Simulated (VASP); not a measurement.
Runs of VASP 6.6.1 on TiSi2. The structure is that of space group P6/mmm (No. 191), or close to it. The cells are those of the table. The cell was generated, and may not be a known phase.

| task | spin | cell | k mesh | cutoff (eV) | gap on the mesh (eV) | pressure (GPa) | relaxed volume (Å³/atom) |
| --- | --- | --- | --- | --- | --- | --- | --- |
| single point | off | a = 4.373, b = 4.373, c = 2.566 Å, angles 90.0, 90.0, 120.0°, 3 atoms | 12 × 12 × 14 | 520 | none | -0.1 | - |
| single point | off | a = 3.800, b = 3.800, c = 3.593 Å, angles 90.0, 90.0, 120.0°, 3 atoms | 6 × 6 × 6 | 520 | none | (a) | - |
| relaxation of cell and atoms | off | relaxed from a = 3.800, b = 3.800, c = 3.593 Å, angles 90.0, 90.0, 120.0°, 3 atoms | 6 × 6 × 6 | 600 | none | 0.2 | 14.72 |
| single point | off | a = 4.015, b = 4.015, c = 3.159 Å, angles 90.0, 90.0, 120.0°, 3 atoms | 6 × 6 × 6 | 520 | none | 0.3 | - |
| relaxation of cell and atoms | off | relaxed from a = 4.015, b = 4.015, c = 3.159 Å, angles 90.0, 90.0, 120.0°, 3 atoms | 12 × 12 × 14 | 600 | none | 0.1 | 14.16 |
| single point | off | a = 4.375, b = 4.375, c = 2.561 Å, angles 90.0, 90.0, 120.0°, 3 atoms | 12 × 12 × 18 | 520 | none | -0.1 | - |
| relaxation of cell and atoms | off | relaxed from a = 4.373, b = 4.373, c = 2.566 Å, angles 90.0, 90.0, 120.0°, 3 atoms | 12 × 12 × 18 | 600 | none | 0.0 | 14.14 |
| single point | collinear | a = 4.015, b = 4.015, c = 3.159 Å, angles 90.0, 90.0, 120.0°, 3 atoms | 6 × 6 × 6 | 520 | none | 0.3 | - |

Alike in all rows: level PBE; potentials or basis VASP PAW PBE potentials, release 64 (Ti_sv, Si); smearing gaussian 0.1 eV.

Question: Fill in the values left out.

Answer: (a) 5.6.

Caveats: the stress differs along the axes, from -8 to 12 GPa (at least some runs); a cell axis changed by over 15 % at a fixed basis, so the end point is rough (at least some runs).

A gap of «none» marks levels without a gap at the run's occupations.
